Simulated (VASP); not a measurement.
Here is a VASP 6.6.1 calculation.

File INCAR:

```
SYSTEM = ZnIr
ALGO = Normal
EDIFF = 1E-6
ENCUT = 520
ISIF = 2
ISMEAR = -1
ISPIN = 2
LASPH = .TRUE.
LCHARG = .FALSE.
LMAXMIX = 4
LORBIT = 11
LREAL = .FALSE.
LWAVE = .FALSE.
MAGMOM = 0 0.8
NBANDS = 22
NELM = 150
PREC = Accurate
SIGMA = 0.03
```

KPOINTS

```
k-points
0
G
  14 14 8
  0 0 0
```

POSCAR

```
ZnIr
1.0
    2.7771790596      0.0000000000      0.0000000000
   -1.3885895298      2.4051076165      0.0000000000
    0.0000000000      0.0000000000      4.1638620700
Zn Ir
1 1
Direct
    0.6666666667      0.3333333333      0.5000000000
    0.0000000000      0.0000000000      0.0000000000
```

Potentials or basis: VASP PAW LDA potentials, release 64 (Zn, Ir).

Launch:

```console
$ cat potpaw_LDA.64/Zn/POTCAR potpaw_LDA.64/Ir/POTCAR > POTCAR
$ mpirun -np 1 vasp_std > vasp.out
```

Q: Predict the pressure.

A: -7.9 GPa.

Q: What does it give for the net moment?

A: 0.00 μB per cell.

Stress tensor (GPa, compression positive):
```
-8.04  0.00  0.00
 0.00 -8.04  0.00
 0.00  0.00 -7.51
```
